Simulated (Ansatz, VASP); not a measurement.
## Two plane-wave programs on WS2

```
W S
1.0
     2.95967    0.00000    0.00000
     0.00000    2.95967    0.00000
     0.00000    0.00000    6.95808
W S
1 2
Cartesian
  0.0000 0.0000 0.0000
  1.4798 1.4798 1.4558
  1.4798 1.4798 5.5022
```

Change from the starting cell: species swapped into the Ga2Cu type (P4/mmm, No. 123).

Alike in both runs: functional PBE; k mesh 6 × 6 × 4; occupations gaussian, width 0.1 eV; no spin polarisation.

Ansatz relaxed the structure, and its values are those at the end. VASP's run is a single point on that final structure, the one shown.

```csv
,VASP,Ansatz
version,VASP 6.6.1,Ansatz 0.2.0
potentials or method,"VASP PAW PBE potentials, release 64 (W_sv, S), cutoff 520 eV","scalar-relativistic, plane waves, PAW"
valence electrons in the cell,26,26
```

```tsv
	VASP	Ansatz	Ansatz less VASP
gap on the k mesh at the Fermi level (eV)	none	none	-
pressure (GPa)	0.2	0.2	-0.01
rms of the force components (eV/Å)	0.005	0.004	-0.0006
```

A gap of «none» marks a metal or a gap that the smearing closes.

Spin-orbit coupling is off throughout.
